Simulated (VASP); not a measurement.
# Nb (Fm-3m) in VASP: notebook

The runs below take Nb through single point, relaxation of cell and atoms, with LDA.

All numbers are computed with VASP 6.6.1; they aren't measurements. Logs are shortened: lines on timing, memory, paths and dates and some standing lists are left out, and cuts for length are marked.

### Step 1. The cell of the first run

Symmetry: Fm-3m, No. 225, cubic system. Conventional cell: a = 4.131 Å, b = 4.131 Å, c = 4.131 Å, α = 90.00°, β = 90.00°, γ = 90.00°. Within 3.8 Å of Nb (site symmetry m-3m) lie 12 Nb at 2.92 Å.

This isn't the form of Nb at room conditions, which is bcc.

### Step 2. Single point, LDA

Contents of INCAR:

```
PREC     = Accurate       # precision mode
ENCUT    = 520            # plane-wave cutoff, eV
EDIFF    = 1E-6           # SCF threshold, eV
ISMEAR   = -1             # smearing method
SIGMA    = 0.05           # smearing width, eV
LREAL    = False          # projectors in reciprocal space
LASPH    = True           # aspherical terms in the spheres
NELM     = 60             # most SCF steps
ALGO     = Normal         # electronic algorithm
ISIF     = 2              # what is computed and relaxed
LWAVE    = False          # write WAVECAR
LCHARG   = True           # write CHGCAR
LELF     = True           # ELF
LVHAR    = True         
NBANDS   = 12             # bands
```

Contents of KPOINTS:

```
Automatic mesh
0
Gamma
  16 16 16
```

Contents of POSCAR:

```
Nb
1.0
    0.0000000000      2.0657341353      2.0657341353
    2.0657341353      0.0000000000      2.0657341353
    2.0657341353      2.0657341353      0.0000000000
Nb
1
Direct
    0.0000000000      0.0000000000      0.0000000000
```

Potentials or basis: VASP PAW LDA potentials, release 64 (Nb_sv).

Command:

```console
cat potpaw_LDA.64/Nb_sv/POTCAR > POTCAR
mpirun -np 1 vasp_std > vasp.out
```

OUTCAR:

```text
PREC = Accurate
   ENCUT = 520
   EDIFF = 1E-6
   ISMEAR = -1
   LREAL = False
   LASPH = True
   NELM = 60
   ISIF = 2

 ion  position               nearest neighbor table
   1  0.000  0.000  0.000-

  LATTYP: Found a face centered cubic cell.
 ALAT       =     4.1314682706

  Lattice vectors:

 A1 = (   0.0000000000,   2.0657341353,   2.0657341353)
 A2 = (   2.0657341353,   0.0000000000,   2.0657341353)
 A3 = (   2.0657341353,   2.0657341353,   0.0000000000)

Analysis of symmetry for initial positions (statically):
=====================================================================
 Subroutine PRICEL returns:
 Original cell was already a primitive cell.

 Routine SETGRP: Setting up the symmetry group for a
 face centered cubic supercell.

 Subroutine GETGRP returns: Found 48 space group operations
 (whereof 48 operations were pure point group operations)
 out of a pool of 48 trial point group operations.

The static configuration has the point symmetry O_h .

Analysis of symmetry for dynamics (positions and initial velocities):
=====================================================================
 Subroutine PRICEL returns:
 Original cell was already a primitive cell.

 Routine SETGRP: Setting up the symmetry group for a
 face centered cubic supercell.

 Subroutine GETGRP returns: Found 48 space group operations
 (whereof 48 operations were pure point group operations)
 out of a pool of 48 trial point group operations.

The dynamic configuration has the point symmetry O_h .

 Subroutine INISYM returns: Found 48 space group operations
 (whereof 48 operations are pure point group operations),
 and found     1 'primitive' translations

----------------------------------------------------------------------------------------

                                     Primitive cell

  volume of cell :      17.6300

  direct lattice vectors                    reciprocal lattice vectors
     0.000000000  2.065734135  2.065734135    -0.242044700  0.242044700  0.242044700
     2.065734135  0.000000000  2.065734135     0.242044700 -0.242044700  0.242044700
     2.065734135  2.065734135  0.000000000     0.242044700  0.242044700 -0.242044700

  length of vectors
     2.921389230  2.921389230  2.921389230     0.419233719  0.419233719  0.419233719

  position of ions in fractional coordinates (direct lattice)
     0.000000000  0.000000000  0.000000000

  ion indices of the primitive-cell ions
   primitive index   ion index
                 1           1

----------------------------------------------------------------------------------------

 KPOINTS: Automatic mesh

Automatic generation of k-mesh.
 Grid dimensions read from file:
 generate k-points for:   16   16   16

 Generating k-lattice:

  Cartesian coordinates                     Fractional coordinates (reciprocal lattice)
    -0.015127794  0.015127794  0.015127794     0.062500000  0.000000000  0.000000000
     0.015127794 -0.015127794  0.015127794     0.000000000  0.062500000  0.000000000
     0.015127794  0.015127794 -0.015127794     0.000000000  0.000000000  0.062500000

  Length of vectors
     0.026202107  0.026202107  0.026202107

  Shift w.r.t. Gamma in fractional coordinates (k-lattice)
     0.000000000  0.000000000  0.000000000

 Subroutine IBZKPT returns following result:
 ===========================================

 Found    145 irreducible k-points:

 Following reciprocal coordinates:
            Coordinates               Weight
  0.000000  0.000000  0.000000      1.000000
  0.062500  0.000000  0.000000      8.000000
  0.125000  0.000000  0.000000      8.000000
  0.187500  0.000000  0.000000      8.000000
  0.250000  0.000000  0.000000      8.000000
  0.312500  0.000000  0.000000      8.000000
[... 16 lines left out ...]
 -0.125000  0.062500  0.000000     24.000000
 -0.062500  0.062500  0.000000     12.000000
 [... further k-points ...]
   k-points           NKPTS =    145   k-points in BZ     NKDIM =    145   number of bands    NBANDS=     12
   number of dos      NEDOS =    301   number of ions     NIONS =      1
   total plane-waves  NPLWV =  13824
   dimension x,y,z NGX =    24 NGY =   24 NGZ =   24
   dimension x,y,z NGXF=    48 NGYF=   48 NGZF=   48
   ions per type =               1
   NGX,Y,Z   is equivalent  to a cutoff of  13.66, 13.66, 13.66 a.u.
   NGXF,Y,Z  is equivalent  to a cutoff of  27.32, 27.32, 27.32 a.u.
 SYSTEM =  unknown system
   PREC   = accura    normal or accurate (medium, high low for compatibility)
   ISTART =      0    job   : 0-new  1-cont  2-samecut
   ICHARG =      2    charge: 1-file 2-atom 10-const
   ISPIN  =      1    spin polarized calculation?
   LNONCOLLINEAR =      F non collinear calculations
   LSORBIT =      F    spin-orbit coupling
   LASPH  =      T    aspherical Exc in radial PAW
   ENCUT  =  520.0 eV  38.22 Ry    6.18 a.u.   5.43  5.43  5.43*2*pi/ulx,y,z
   NELM   =     60;   NELMIN=  2; NELMDL= -5     # of ELM steps
   EDIFF  = 0.1E-05   stopping-criterion for ELM
   LREAL  =      F    real-space projection
   EDIFFG = 0.1E-04   stopping-criterion for IOM
   NSW    =      0    number of steps for IOM
   IBRION =     -1    ionic relax: 0-MD 1-quasi-New 2-CG
   NFREE  =      0    steps in history (QN), initial steepest desc. (CG)
   ISIF   =      2    stress and relaxation
   ISYM   =      2    0-nonsym 1-usesym 2-fastsym
   POTIM  = 0.5000    time-step for ionic-motion
   TEBEG  =    0.0;   TEEND  =   0.0 temperature during run
   PSTRESS=    0.0 pullay stress
   NELECT =      13.0000    total number of electrons
   NUPDOWN=      -1.0000    fix difference up-down
   EMIN   =  10.00;   EMAX   =-10.00  energy-range for DOS
   EFERMI =   0.00;   METHOD = LEGACY
   ISMEAR =    -1;   SIGMA  =   0.05  broadening in eV -4-tet -1-fermi 0-gaus
   EFERMI_NEDOS =   21; number of points for ismear=-14 and -15
   IALGO  =     38    algorithm
   IMIX   =      4    mixing-type and parameters
     AMIX     =   0.40;   BMIX     =  1.00
     AMIX_MAG =   1.60;   BMIX_MAG =  1.00
  volume/ion in A,a.u.               =      17.63       118.97
  Fermi-wavevector in a.u.,A,eV,Ry     =   1.479011  2.794926 29.762401  2.187475
  Thomas-Fermi vector in A             =   2.593222
   LORBIT       =      0    0 simple, 1 ext, 2 COOP (PROOUT), +10 PAW based schemes
   GGA     = CA    functional components
   LHFCALC =     F    Hartree Fock is set to
   AEXX    =    0.0000 exact exchange contribution
   IVDW    =     0    specifies the selected vdW correction
   LEPSILON=     F    determine dielectric tensor
   LRPA    =     F    only Hartree local field effects (RPA)
 non-spin polarized calculation
  energy-cutoff  :      520.00
  volume of cell :       17.63
 maximum number of plane-waves:       531
 NGX is ok and might be reduce to    24
   NGX = 11   NGY = 11   NGZ = 11

 number of electron      13.0000000 magnetization

 Free energy of the ion-electron system (eV)
  ---------------------------------------------------
  ext. energy  EPLUGINS =         0.00000000
  ---------------------------------------------------
  free energy    TOTEN  =       -10.89489287 eV

  energy without entropy =      -10.88184393  energy(sigma->0) =      -10.88836840

 E-fermi :  11.6689     XC(G=0): -12.8274

 val. band max:       11.6629157022   @ k =  -0.4375   0.2500   0.0000
 cond. band min:      11.6850078183   @ k =  -0.3125   0.4375   0.1250
 fundamental gap:      0.0220921160
 Fermi energy:        11.6688988811

 k-point     1 :       0.0000    0.0000    0.0000
  band No.  band energies     occupation
      1     -42.7552      2.00000
      2     -18.1669      2.00000
      3     -18.1669      2.00000
      4     -18.1669      2.00000
      5       5.3242      2.00000
      6      11.7036      0.66620
      7      11.7036      0.66620
      8      11.7036      0.66620
      9      14.5156      0.00000
     10      14.5156      0.00000
     11      23.5986      0.00000
     12      28.5890      0.00000

 k-point     2 :       0.0625    0.0000    0.0000
  band No.  band energies     occupation
      1     -42.7456      2.00000
      2     -18.2273      2.00000
      3     -18.1742      2.00000
      4     -18.1742      2.00000
      5       5.4818      2.00000
      6      11.5804      1.70909
      7      11.7769      0.20695
      8      11.7769      0.20695
      9      14.4474      0.00000
     10      14.4474      0.00000
     11      23.9189      0.00000
     12      27.9639      0.00000

 k-point     3 :       0.1250    0.0000    0.0000
  band No.  band energies     occupation
      1     -42.7185      2.00000
      2     -18.3972      2.00000
      3     -18.1950      2.00000
      4     -18.1950      2.00000
      5       5.9255      2.00000
      6      11.2814      1.99914
      7      11.9585      0.00609
      8      11.9585      0.00609
      9      14.3068      0.00000
     10      14.3068      0.00000
     11      24.7430      0.00000
     12      26.8250      0.00000

 k-point     4 :       0.1875    0.0000    0.0000
  band No.  band energies     occupation
      1     -42.6775      2.00000
      2     -18.6456      2.00000
      3     -18.2259      2.00000
      4     -18.2259      2.00000
      5       6.5590      2.00000
      6      10.9838      2.00000
      7      12.1184      0.00025
      8      12.1184      0.00025
      9      14.2821      0.00000
     10      14.2821      0.00000
     11      25.0450      0.00000
     12      26.5581      0.00000

 k-point     5 :       0.2500    0.0000    0.0000
  band No.  band energies     occupation
      1     -42.6288      2.00000
      2     -18.9304      2.00000
      3     -18.2622      2.00000
      4     -18.2622      2.00000
      5       7.1865      2.00000
      6      10.9304      2.00000
      7      12.0938      0.00041
      8      12.0938      0.00041
      9      14.5815      0.00000
     10      14.5815      0.00000
     11      24.1832      0.00000
     12      27.4431      0.00000
[... 228 lines left out ...]
      1     -42.6060      2.00000
      2     -19.0264      2.00000
      3     -18.3355      2.00000
      4     -18.2579      2.00000
      5       7.4843      2.00000
      6      10.8632      2.00000
      7      11.9683      0.00500
      8      12.1470      0.00014
      9      14.2577      0.00000
     10      15.3687      0.00000
     11      24.1815      0.00000
     12      27.6453      0.00000

 k-point    22 :      -0.1875    0.0625    0.0000
  band No.  band energies     occupation
      1     -42.6549      2.00000
      2     -18.7502      2.00000
      3     -18.2940      2.00000
      4     -18.2216      2.00000
      5       6.9095      2.00000
      6      10.7984      2.00000
      7      12.1288      0.00020
      8      12.2472      0.00002
      9      13.8606      0.00000
     10      14.8283      0.00000
     11      25.0624      0.00000
     12      26.9553      0.00000

 k-point    23 :      -0.1250    0.0625    0.0000
  band No.  band energies     occupation
      1     -42.6985      2.00000
      2     -18.4969      2.00000
      3     -18.2506      2.00000
      4     -18.1928      2.00000
      5       6.2511      2.00000
      6      11.0496      1.99999
      7      12.0943      0.00040
      8      12.0972      0.00038
      9      13.9125      0.00000
     10      14.5740      0.00000
     11      25.3095      0.00000
     12      26.5259      0.00000

 k-point    24 :      -0.0625    0.0625    0.0000
  band No.  band energies     occupation
      1     -42.7302      2.00000
      2     -18.3116      2.00000
      3     -18.2084      2.00000
      4     -18.1761      2.00000
      5       5.7357      2.00000
      6      11.3723      1.99470
      7      11.8789      0.02953
      8      11.9267      0.01147
      9      14.1883      0.00000
     10      14.5154      0.00000
     11      24.4214      0.00000
     12      27.4139      0.00000

 [... further k-points ...]
[... 5 lines left out ...]
  --------------------------------------------------------------------------------------
  -------------------------------------------------------------------------------------
  Total        0.1060127      0.1060127      0.1060127      0.0000000     -0.0000000      0.0000000
  in kB        9.6341856      9.6341856      9.6341856      0.0000000     -0.0000000      0.0000000
  external PRESSURE =       9.6341856 kB  Pullay stress =       0.0000000 kB

 VOLUME and BASIS-vectors are now :
 -----------------------------------------------------------------------------
  energy-cutoff  :      520.00
  volume of cell :       17.63
      direct lattice vectors                 reciprocal lattice vectors
     0.000000000  2.065734135  2.065734135    -0.242044700  0.242044700  0.242044700
     2.065734135  0.000000000  2.065734135     0.242044700 -0.242044700  0.242044700
     2.065734135  2.065734135  0.000000000     0.242044700  0.242044700 -0.242044700

 POSITION                                       TOTAL-FORCE (eV/Angst)
 -----------------------------------------------------------------------------------
      0.00000      0.00000      0.00000         0.000000      0.000000      0.000000
 -----------------------------------------------------------------------------------
    total drift:                                0.000000      0.000000      0.000000

  FREE ENERGIE OF THE ION-ELECTRON SYSTEM (eV)
  ---------------------------------------------------
  free  energy   TOTEN  =       -10.8948928685 eV

  energy  without entropy=      -10.8818439329  energy(sigma->0) =      -10.88836840
```

Wall time 35 s (1 thread of Intel Xeon 8259CL, shared host); peak memory 0.15 GiB.

Results:

| Property | Result |
| --- | --- |
| Free energy | -10.8949 eV |
| Pressure | 1.0 GPa |
| Band gap on the k mesh | zero (an odd number of electrons rules out a gap without spin polarisation) |

### Step 3. Relaxation of cell and atoms, LDA, target pressure 1.1 GPa, at which the enthalpy is minimised

Contents of INCAR:

```
SYSTEM = Nb
  ALGO = Normal
  EDIFF = 1E-6
  EDIFFG = -0.005
  ENCUT = 600
  IBRION = 2
  ISIF = 3
  ISMEAR = -1
  LASPH = .True.
  LCHARG = .False.
  LREAL = .False.
  LWAVE = .False.
  NELM = 80
  NSW = 60
  PREC = Accurate
  PSTRESS = 11.0
  SIGMA = 0.05
```

Contents of KPOINTS:

```
k-points
0
Gamma
  16 16 16
  0 0 0
```

Contents of POSCAR:

```
Nb
1.0
    0.0000000000      2.0655912568      2.0655912568
    2.0655912568      0.0000000000      2.0655912568
    2.0655912568      2.0655912568      0.0000000000
Nb
1
Direct
    0.0000000000      0.0000000000      0.0000000000
```

Potentials or basis: VASP PAW LDA potentials, release 64 (Nb_sv).

Command:

```console
cat potpaw_LDA.64/Nb_sv/POTCAR > POTCAR
mpirun -np 1 vasp_std > vasp.out
```

OUTCAR:

```text
SYSTEM = Nb
   EDIFF = 1E-6
   EDIFFG = -0.005
   ENCUT = 600
   IBRION = 2
   ISIF = 3
   ISMEAR = -1
   LASPH = .True.
   LREAL = .False.
   NELM = 80
   NSW = 60
   PREC = Accurate
   PSTRESS = 11.0

 ion  position               nearest neighbor table
   1  0.000  0.000  0.000-

  LATTYP: Found a face centered cubic cell.
 ALAT       =     4.1311825136

  Lattice vectors:

 A1 = (   0.0000000000,   2.0655912568,   2.0655912568)
 A2 = (   2.0655912568,   0.0000000000,   2.0655912568)
 A3 = (   2.0655912568,   2.0655912568,   0.0000000000)

Analysis of symmetry for initial positions (statically):
=====================================================================
 Subroutine PRICEL returns:
 Original cell was already a primitive cell.

 Routine SETGRP: Setting up the symmetry group for a
 face centered cubic supercell.

[... 245 lines left out ...]

  energy without entropy =      -10.88177561  energy(sigma->0) =      -10.88829833

 E-fermi :  11.6769     XC(G=0): -12.8303

 val. band max:       11.6713104937   @ k =  -0.4375   0.2500   0.0000
 cond. band min:      11.6933562392   @ k =  -0.3125   0.4375   0.1250
 fundamental gap:      0.0220457455
 Fermi energy:        11.6769460203

 k-point     1 :       0.0000    0.0000    0.0000
  band No.  band energies     occupation
      1     -42.7472      2.00000
      2     -18.1577      2.00000
      3     -18.1577      2.00000
      4     -18.1577      2.00000
      5       5.3306      2.00000
      6      11.7111      0.67109
      7      11.7111      0.67109
      8      11.7111      0.67108
      9      14.5252      0.00000
     10      14.5252      0.00000
[... 287 lines left out ...]
 k-point    24 :      -0.0625    0.0625    0.0000
  band No.  band energies     occupation
      1     -42.7223      2.00000
      2     -18.3027      2.00000
      3     -18.1993      2.00000
      4     -18.1670      2.00000
      5       5.7423      2.00000
      6      11.3795      1.99479
      7      11.8864      0.02988
      8      11.9342      0.01158
      9      14.1975      0.00000
     10      14.5249      0.00000

 [... further k-points ...]
[... 5 lines left out ...]
  --------------------------------------------------------------------------------------
  -------------------------------------------------------------------------------------
  Total        0.1219551      0.1219551      0.1219551      0.0000000     -0.0000000      0.0000000
  in kB       11.0891833     11.0891833     11.0891833      0.0000000     -0.0000000      0.0000000
  external PRESSURE =       0.0891833 kB  Pullay stress =      11.0000000 kB
[... 20 lines left out ...]
  energy  without entropy=      -10.8817756057  energy(sigma->0) =      -10.88829833

  enthalpy is  TOTEN    =       -10.7738467724 eV   P V=        0.1209742840

 reached required accuracy - stopping structural energy minimisation
```

OSZICAR:

```text
N       E                     dE             d eps       ncg     rms          rms(c)
DAV:   1     0.136681492488E+03    0.13668E+03   -0.81865E+03  2916   0.148E+03
DAV:   2    -0.432128182527E+01   -0.14100E+03   -0.13778E+03  3202   0.501E+02
DAV:   3    -0.109984640039E+02   -0.66772E+01   -0.63234E+01  4530   0.955E+01
[... 20 lines left out ...]
DAV:   2    -0.108948247199E+02    0.69624E-04   -0.17395E-04  4428   0.203E-01    0.186E-02
DAV:   3    -0.108948179192E+02    0.68006E-05   -0.53679E-05  4474   0.891E-02    0.111E-02
DAV:   4    -0.108948195397E+02   -0.16204E-05   -0.17299E-06  2592   0.146E-02    0.610E-03
DAV:   5    -0.108948210785E+02   -0.15388E-05   -0.54586E-06  4414   0.185E-02    0.304E-03
DAV:   6    -0.108948210564E+02    0.22090E-07   -0.10407E-07  1554   0.522E-03
   3 F= -.10773847E+02 E0= -.10767324E+02  d E =-.933573E-06
```

Run time: 41 s. Hardware: 1 thread of Intel Xeon 8259CL, shared host; peak memory 0.16 GiB.

Results:

| Quantity | Value |
| --- | --- |
| Free energy | -10.8948 eV |
| Relaxed volume | 17.62 Å³/atom |
| Relaxed cell | a = 2.921 Å, b = 2.921 Å, c = 2.921 Å, α = 60.00°, β = 60.00°, γ = 60.00° |
| Space group after relaxing (to 0.1 Å) | Fm-3m (No. 225) |
| Energy change on relaxing (the run minimises the enthalpy) | +0.0 meV/atom |
| Ionic steps | 3 |
| Pressure after relaxing | 1.1 GPa |
| Band gap on the k mesh | zero (an odd number of electrons rules out a gap without spin polarisation) |

Final structure:
```
CELL_PARAMETERS angstrom
0.00000 2.06535 2.06535
2.06535 0.00000 2.06535
2.06535 2.06535 0.00000
ATOMIC_POSITIONS crystal
Nb 0.00000 0.00000 0.00000
```

Caveat: the cell is relaxed towards a set pressure, so the run minimises the enthalpy, not the energy.

(Continued in part 2 of 2.)
